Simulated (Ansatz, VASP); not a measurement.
SnPb5Se6 in VASP and in Ansatz

```xyz
12
Lattice="4.3638 0.0000 0.0000 0.0000 4.3638 0.0000 0.0000 0.0000 18.5142" Properties=species:S:1:pos:R:3 pbc="T T T"
Sn    2.1819    2.1819    9.2571
Pb    0.0000    0.0000    0.0000
Pb    2.1819    2.1819    3.0857
Pb    0.0000    0.0000    6.1714
Pb    0.0000    0.0000   12.3428
Pb    2.1819    2.1819   15.4285
Se    0.0000    0.0000    3.0857
Se    2.1819    2.1819    6.1714
Se    0.0000    0.0000    9.2571
Se    2.1819    2.1819   12.3428
Se    0.0000    0.0000   15.4285
Se    2.1819    2.1819    0.0000
```

Alike in both runs: task single point; functional PBE; k mesh 4 × 4 × 1; occupations gaussian, width 0.1 eV; no spin polarisation.

|  | VASP | Ansatz |
| --- | --- | --- |
| version | VASP 6.6.1 | Ansatz 0.2.0 |
| potentials or method | VASP PAW PBE potentials, release 64 (Sn_d, Pb_d, Se), cutoff 520 eV | scalar-relativistic, plane waves, PAW |
| valence electrons in the cell | 120 | 180 |

|  | VASP | Ansatz | Ansatz less VASP |
| --- | --- | --- | --- |
| gap on the k mesh at the Fermi level (eV) | 0.66 | 0.66 | 0.000 |
| least direct gap on the mesh (eV) | 0.66 | 0.66 | 0.000 |
| pressure (GPa) | 0.4 | 0.4 | +0.01 |
| traceless stress, the component that is largest in VASP (GPa) | -1.39 | -1.39 | -0.003 |
| rms of the force components (eV/Å) | 0.043 | 0.043 | +0.0001 |

Atom by atom the forces differ by 0.000 eV/Å (rms over components). VASP's potentials hold 120 valence electrons a cell and Ansatz's 180, so a difference there can come from the potentials and not from the codes.

Spin-orbit coupling is off throughout.
